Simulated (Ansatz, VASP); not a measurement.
# Two plane-wave programs on LaB6

INCAR

```
PREC = Accurate
ENCUT = 600
EDIFF = 1E-6
ISMEAR = 0
SIGMA = 0.1
LREAL = F
LASPH = T
NELM = 100
ALGO = Normal
ISIF = 3
LWAVE = F
LCHARG = F
GGA = PS
IBRION = 2
NSW = 100
EDIFFG = -0.005
```

KPOINTS

```
Automatic mesh
0
Gamma
  8 8 8
```

File POSCAR:

```
LaB6
1.0
    4.1570000000      0.0000000000      0.0000000000
    0.0000000000      4.1570000000      0.0000000000
    0.0000000000      0.0000000000      4.1570000000
La B
1 6
Direct
    0.0000000000      0.0000000000      0.0000000000
    0.1975000000      0.5000000000      0.5000000000
    0.5000000000      0.1975000000      0.5000000000
    0.8025000000      0.5000000000      0.5000000000
    0.5000000000      0.8025000000      0.5000000000
    0.5000000000      0.5000000000      0.1975000000
    0.5000000000      0.5000000000      0.8025000000
```

Input for Ansatz:

```yaml
crystal:
  lattice:
    - [4.157, 0.0, 0.0]
    - [0.0, 4.157, 0.0]
    - [0.0, 0.0, 4.157]
  atoms:
    - { symbol: La, position: [0.0, 0.0, 0.0] }
    - { symbol: B, position: [0.1975, 0.5, 0.5] }
    - { symbol: B, position: [0.5, 0.1975, 0.5] }
    - { symbol: B, position: [0.8025, 0.5, 0.5] }
    - { symbol: B, position: [0.5, 0.8025, 0.5] }
    - { symbol: B, position: [0.5, 0.5, 0.1975] }
    - { symbol: B, position: [0.5, 0.5, 0.8025] }
basis:
  ecutwfc: 420
kpoints:
  mp_grid: { grid: [8, 8, 8] }
hamiltonian:
  xc: pbesol
scf:
  occupations: { method: gaussian, width: 0.1 }
output:
  forces: true
  stress: true
  eigenvalues: true
  write_density: true
  write_potential: true
  elf: true
  volumetric_format: npy
relax:
  adjacent_minimum: "off"
  f_tol: 0.005
  max_steps: 80
  cell: { stress_tol: 0.05 }
```

Alike in both runs: task relaxation of cell and atoms; functional PBEsol; k mesh 8 × 8 × 8; occupations gaussian, width 0.1 eV; no spin polarisation.

|  | VASP | Ansatz |
| --- | --- | --- |
| version | VASP 6.6.1 | Ansatz 0.2.0 |
| potentials or method | VASP PAW PBE potentials, release 64 (La, B), cutoff 600 eV | scalar-relativistic, plane waves, PAW |
| valence electrons in the cell | 29 | 29 |

|  | VASP | Ansatz | Ansatz less VASP |
| --- | --- | --- | --- |
| gap on the k mesh at the Fermi level, each at its own relaxed structure (eV) | none | none | - |
| relaxed volume (Å³/atom) | 10.07 | 10.06 | -0.006 |
| relaxed cell length with the largest relative difference (Å) | 4.131 | 4.130 | -0.0008 |

VASP's potentials were made for PBE, not for PBEsol. A gap of «none» marks a metal or a gap that the smearing closes.

Spin-orbit coupling is off throughout.
